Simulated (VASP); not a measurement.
# LiF (I4/mmm) in VASP: single point with r2SCAN

Aim: the single point of LiF with r2SCAN.

Program: VASP 6.6.1. These are calculated values, not measurements. Logs are shortened: lines on timing, memory, paths and dates and some standing lists are left out, and cuts for length are marked.

### Step 1. The cell of the first run

Symmetry: I4/mmm, No. 139, tetragonal system. The conventional cell has a = 2.848 Å, b = 2.848 Å, c = 4.330 Å, α = 90.00°, β = 90.00°, γ = 90.00°. Within 2.7 Å of Li (site symmetry 4/mmm) lie 6 F at 2.01 to 2.17 Å. Within 2.7 Å of F (site symmetry 4/mmm) lie 6 Li at 2.01 to 2.17 Å.

### Step 2. Single point, r2SCAN (strain +0.0750 x Voigt [0, 1, 0, 0, 0, 0])

POSCAR reads:

```
LiF
1.0
    0.0000000000      2.1650500000      2.0140000000
    2.0140000000      0.0000000000      2.0140000000
    2.0140000000      2.1650500000      0.0000000000
Li F
1 1
Direct
    0.0000000000      0.0000000000      0.0000000000
    0.5000000000      0.5000000000      0.5000000000
```

INCAR.step1 reads:

```
SYSTEM = LiF
ALGO = Normal
EDIFF = 1E-5
ENCUT = 1490
GGA = PE
GGA_COMPAT = .FALSE.
ISMEAR = 0
LASPH = .TRUE.
LCHARG = .FALSE.
LREAL = .FALSE.
LWAVE = .TRUE.
NBANDS = 12
NELM = 120
PREC = Accurate
SIGMA = 0.05
```

INCAR.step2 reads:

```
SYSTEM = LiF
ALGO = Normal
EDIFF = 1E-6
ENCUT = 1490
GGA_COMPAT = .FALSE.
ISIF = 2
ISMEAR = 0
ISTART = 1
LASPH = .TRUE.
LCHARG = .TRUE.
LELF = .TRUE.
LMIXTAU = .TRUE.
LREAL = .FALSE.
LVHAR = .TRUE.
LWAVE = .FALSE.
METAGGA = R2SCAN
NBANDS = 12
NELM = 120
PREC = Accurate
SIGMA = 0.05
```

KPOINTS reads:

```
k-points
0
G
  10 10 10
  0 0 0
```

Potentials or basis: VASP PAW PBE potentials, release 64 (Li_sv, F_h).

On the command line:

```console
> cat potpaw_PBE.64/Li_sv/POTCAR potpaw_PBE.64/F_h/POTCAR > POTCAR
> cp INCAR.step1 INCAR
> mpirun -np 1 vasp_std > vasp.out
> cp INCAR.step2 INCAR
> mpirun -np 1 vasp_std > vasp.out
```

OUTCAR:

```text
SYSTEM = LiF
   EDIFF = 1E-6
   ENCUT = 1490
   ISIF = 2
   ISMEAR = 0
   ISTART = 1
   LASPH = .TRUE.
   LREAL = .FALSE.
   METAGGA = R2SCAN
   NELM = 120
   PREC = Accurate

 ion  position               nearest neighbor table
   1  0.000  0.000  0.000-   2 2.01   2 2.01   2 2.01   2 2.01
   2  0.500  0.500  0.500-   1 2.01   1 2.01   1 2.01   1 2.01

  LATTYP: Found a body centered tetragonal cell.
 ALAT       =     2.8482261146
 C/A-ratio  =     1.5202795796

  Lattice vectors:

 A1 = (   0.0000000000,  -2.1650500000,   2.0140000000)
 A2 = (   0.0000000000,  -2.1650500000,  -2.0140000000)
 A3 = (   2.0140000000,   2.1650500000,   0.0000000000)

Analysis of symmetry for initial positions (statically):
=====================================================================
 Subroutine PRICEL returns:
 Original cell was already a primitive cell.

 Routine SETGRP: Setting up the symmetry group for a
 body centered tetragonal supercell.

 Subroutine GETGRP returns: Found 16 space group operations
 (whereof 16 operations were pure point group operations)
 out of a pool of 16 trial point group operations.

The static configuration has the point symmetry D_4h.

Analysis of symmetry for dynamics (positions and initial velocities):
=====================================================================
 Subroutine PRICEL returns:
 Original cell was already a primitive cell.

 Routine SETGRP: Setting up the symmetry group for a
 body centered tetragonal supercell.

 Subroutine GETGRP returns: Found 16 space group operations
 (whereof 16 operations were pure point group operations)
 out of a pool of 16 trial point group operations.

The dynamic configuration has the point symmetry D_4h.

 Subroutine INISYM returns: Found 16 space group operations
 (whereof 16 operations are pure point group operations),
 and found     1 'primitive' translations

----------------------------------------------------------------------------------------

                                     Primitive cell

  volume of cell :      17.5637

  direct lattice vectors                    reciprocal lattice vectors
     0.000000000  2.165050000  2.014000000    -0.248262165  0.230941549  0.248262165
     2.014000000  0.000000000  2.014000000     0.248262165 -0.230941549  0.248262165
     2.014000000  2.165050000  0.000000000     0.248262165  0.230941549 -0.248262165

  length of vectors
     2.956964238  2.848226115  2.956964238     0.420240650  0.420240650  0.420240650

  position of ions in fractional coordinates (direct lattice)
     0.000000000  0.000000000  0.000000000
     0.500000000  0.500000000  0.500000000

  ion indices of the primitive-cell ions
   primitive index   ion index
                 1           1
                 2           2

----------------------------------------------------------------------------------------

 KPOINTS: k-points

Automatic generation of k-mesh.
 Grid dimensions read from file:
 generate k-points for:   10   10   10

 Generating k-lattice:

  Cartesian coordinates                     Fractional coordinates (reciprocal lattice)
    -0.024826216  0.023094155  0.024826216     0.100000000  0.000000000  0.000000000
     0.024826216 -0.023094155  0.024826216    -0.000000000  0.100000000 -0.000000000
     0.024826216  0.023094155 -0.024826216     0.000000000  0.000000000  0.100000000

  Length of vectors
     0.042024065  0.042024065  0.042024065

  Shift w.r.t. Gamma in fractional coordinates (k-lattice)
     0.000000000  0.000000000  0.000000000

 Subroutine IBZKPT returns following result:
 ===========================================

 Found    102 irreducible k-points:

 Following reciprocal coordinates:
            Coordinates               Weight
  0.000000  0.000000  0.000000      1.000000
  0.100000  0.000000 -0.000000      8.000000
  0.200000  0.000000 -0.000000      8.000000
  0.300000  0.000000 -0.000000      8.000000
  0.400000  0.000000 -0.000000      8.000000
  0.500000  0.000000 -0.000000      4.000000
[... 16 lines left out ...]
  0.300000  0.300000  0.000000      4.000000
  0.400000  0.300000 -0.000000     16.000000
 [... further k-points ...]
   k-points           NKPTS =    102   k-points in BZ     NKDIM =    102   number of bands    NBANDS=     12
   number of dos      NEDOS =    301   number of ions     NIONS =      2
   total plane-waves  NPLWV =  57600
   dimension x,y,z NGX =    40 NGY =   36 NGZ =   40
   dimension x,y,z NGXF=    80 NGYF=   72 NGZF=   80
   ions per type =               1   1
   NGX,Y,Z   is equivalent  to a cutoff of  22.49, 21.01, 22.49 a.u.
   NGXF,Y,Z  is equivalent  to a cutoff of  44.98, 42.03, 44.98 a.u.
 SYSTEM =  LiF
   PREC   = accura    normal or accurate (medium, high low for compatibility)
   ISTART =      1    job   : 0-new  1-cont  2-samecut
   ICHARG =      0    charge: 1-file 2-atom 10-const
   ISPIN  =      1    spin polarized calculation?
   LNONCOLLINEAR =      F non collinear calculations
   LSORBIT =      F    spin-orbit coupling
   LASPH  =      T    aspherical Exc in radial PAW
   ENCUT  = 1490.0 eV 109.51 Ry   10.46 a.u.   9.31  8.96  9.31*2*pi/ulx,y,z
   NELM   =    120;   NELMIN=  2; NELMDL=  0     # of ELM steps
   EDIFF  = 0.1E-05   stopping-criterion for ELM
   LREAL  =      F    real-space projection
   EDIFFG = 0.1E-04   stopping-criterion for IOM
   NSW    =      0    number of steps for IOM
   IBRION =     -1    ionic relax: 0-MD 1-quasi-New 2-CG
   NFREE  =      0    steps in history (QN), initial steepest desc. (CG)
   ISIF   =      2    stress and relaxation
   ISYM   =      2    0-nonsym 1-usesym 2-fastsym
   POTIM  = 0.5000    time-step for ionic-motion
   TEBEG  =    0.0;   TEEND  =   0.0 temperature during run
   PSTRESS=    0.0 pullay stress
   NELECT =      10.0000    total number of electrons
   NUPDOWN=      -1.0000    fix difference up-down
   EMIN   =  10.00;   EMAX   =-10.00  energy-range for DOS
   EFERMI =   0.00;   METHOD = LEGACY
   ISMEAR =     0;   SIGMA  =   0.05  broadening in eV -4-tet -1-fermi 0-gaus
   EFERMI_NEDOS =   21; number of points for ismear=-14 and -15
   IALGO  =     38    algorithm
   IMIX   =      4    mixing-type and parameters
     AMIX     =   0.40;   BMIX     =  1.00
     AMIX_MAG =   1.60;   BMIX_MAG =  1.00
  volume/ion in A,a.u.               =       8.78        59.26
  Fermi-wavevector in a.u.,A,eV,Ry     =   1.356863  2.564099 25.049362  1.841076
  Thomas-Fermi vector in A             =   2.483830
   LORBIT       =      0    0 simple, 1 ext, 2 COOP (PROOUT), +10 PAW based schemes
   METAGGA = R2SCAN    functional components
   LHFCALC =     F    Hartree Fock is set to
   AEXX    =    0.0000 exact exchange contribution
   IVDW    =     0    specifies the selected vdW correction
   LEPSILON=     F    determine dielectric tensor
   LRPA    =     F    only Hartree local field effects (RPA)
 non-spin polarized calculation
 Gauss-broadening in eV      SIGMA  =   0.05
  energy-cutoff  :     1490.00
  volume of cell :       17.56
 maximum number of plane-waves:      2320
 NGX is ok and might be reduce to    40
   NGX = 19   NGY = 17   NGZ = 19

 number of electron       9.9999999 magnetization

 Free energy of the ion-electron system (eV)
  ---------------------------------------------------
  ext. energy  EPLUGINS =         0.00000000
  ---------------------------------------------------
  free energy    TOTEN  =       -11.86968846 eV

  energy without entropy =      -11.86968846  energy(sigma->0) =      -11.86968846

 E-fermi :  -1.1303     XC(G=0): -10.1566

 val. band max:       -1.5040518876   @ k =   0.0000   0.0000   0.0000
 cond. band min:       7.9962337647   @ k =   0.0000   0.0000   0.0000
 fundamental gap:      9.5002856523
 Fermi energy:        -1.1303114073

 k-point     1 :       0.0000    0.0000    0.0000
  band No.  band energies     occupation
      1     -43.7625      2.00000
      2     -22.4857      2.00000
      3      -1.6275      2.00000
      4      -1.6275      2.00000
      5      -1.5041      2.00000
      6       7.9962      0.00000
      7      22.3581      0.00000
      8      22.9307      0.00000
      9      23.4883      0.00000
     10      23.4886      0.00000
     11      24.0697      0.00000
     12      24.0704      0.00000

 k-point     2 :       0.1000    0.0000   -0.0000
  band No.  band energies     occupation
      1     -43.7585      2.00000
      2     -22.4532      2.00000
      3      -1.8557      2.00000
      4      -1.6376      2.00000
      5      -1.5645      2.00000
      6       8.2831      0.00000
      7      20.3156      0.00000
      8      21.5296      0.00000
      9      22.5987      0.00000
     10      24.1099      0.00000
     11      24.7142      0.00000
     12      24.9159      0.00000

 k-point     3 :       0.2000    0.0000   -0.0000
  band No.  band energies     occupation
      1     -43.7480      2.00000
      2     -22.3664      2.00000
      3      -2.4662      2.00000
      4      -1.6635      2.00000
      5      -1.6552      2.00000
      6       8.9440      0.00000
      7      17.8704      0.00000
      8      20.0057      0.00000
      9      21.2400      0.00000
     10      25.1929      0.00000
     11      25.8590      0.00000
     12      25.9722      0.00000
[... 286 lines left out ...]
 k-point    23 :       0.3000    0.3000    0.0000
  band No.  band energies     occupation
      1     -43.7243      2.00000
      2     -22.1274      2.00000
      3      -3.2662      2.00000
      4      -2.3800      2.00000
      5      -2.0503      2.00000
      6      11.3041      0.00000
      7      16.7683      0.00000
      8      18.6084      0.00000
      9      18.7893      0.00000
     10      19.8240      0.00000
     11      32.4121      0.00000
     12      33.6375      0.00000

 k-point    24 :       0.4000    0.3000   -0.0000
  band No.  band energies     occupation
      1     -43.7163      2.00000
      2     -22.0336      2.00000
      3      -3.6504      2.00000
      4      -2.5258      2.00000
      5      -2.1891      2.00000
      6      12.2064      0.00000
      7      15.6109      0.00000
      8      18.0180      0.00000
      9      19.0044      0.00000
     10      20.2022      0.00000
     11      32.4269      0.00000
     12      33.1558      0.00000

 [... further k-points ...]

------------------------ aborting loop because EDIFF is reached ----------------------------------------

  FORCE on cell =-STRESS in cart. coord.  units (eV):
  Direction    XX          YY          ZZ          XY          YZ          ZX
  --------------------------------------------------------------------------------------
  -------------------------------------------------------------------------------------
  Total       -0.6308025     -0.9455243     -0.6308025     -0.0000000     -0.0000000      0.0000000
  in kB      -57.5422886    -86.2514537    -57.5422886     -0.0000000     -0.0000000      0.0000000
  external PRESSURE =     -67.1120103 kB  Pullay stress =       0.0000000 kB

 VOLUME and BASIS-vectors are now :
 -----------------------------------------------------------------------------
  energy-cutoff  :     1490.00
  volume of cell :       17.56
      direct lattice vectors                 reciprocal lattice vectors
     0.000000000  2.165050000  2.014000000    -0.248262165  0.230941549  0.248262165
     2.014000000  0.000000000  2.014000000     0.248262165 -0.230941549  0.248262165
     2.014000000  2.165050000  0.000000000     0.248262165  0.230941549 -0.248262165

 POSITION                                       TOTAL-FORCE (eV/Angst)
 -----------------------------------------------------------------------------------
      0.00000      0.00000      0.00000        -0.000000     -0.000000      0.000000
      2.01400      2.16505      2.01400         0.000000      0.000000     -0.000000
 -----------------------------------------------------------------------------------
    total drift:                                0.000000     -0.000000      0.000000

  FREE ENERGIE OF THE ION-ELECTRON SYSTEM (eV)
  ---------------------------------------------------
  free  energy   TOTEN  =       -11.8696884622 eV

  energy  without entropy=      -11.8696884622  energy(sigma->0) =      -11.86968846
```

Run time: 5 min. Hardware: 1 thread of Intel Xeon Platinum 8488C (Sapphire Rapids), shared host; peak memory 0.29 GiB.

What came out:

- Free energy: -11.8697 eV
- Pressure: -6.7 GPa
- Band gap on the k mesh: 9.50 eV

Stress tensor (GPa, compression positive):
```
-5.75  0.00  0.00
 0.00 -8.63  0.00
 0.00  0.00 -5.75
```

Caveat: the cell differs from its parent crystal (strain +0.0750 x Voigt [0, 1, 0, 0, 0, 0]); the cell stands under tension; the PAW data sets were made with another functional, which shifts forces and pressure a little. A k mesh can miss the band edges.
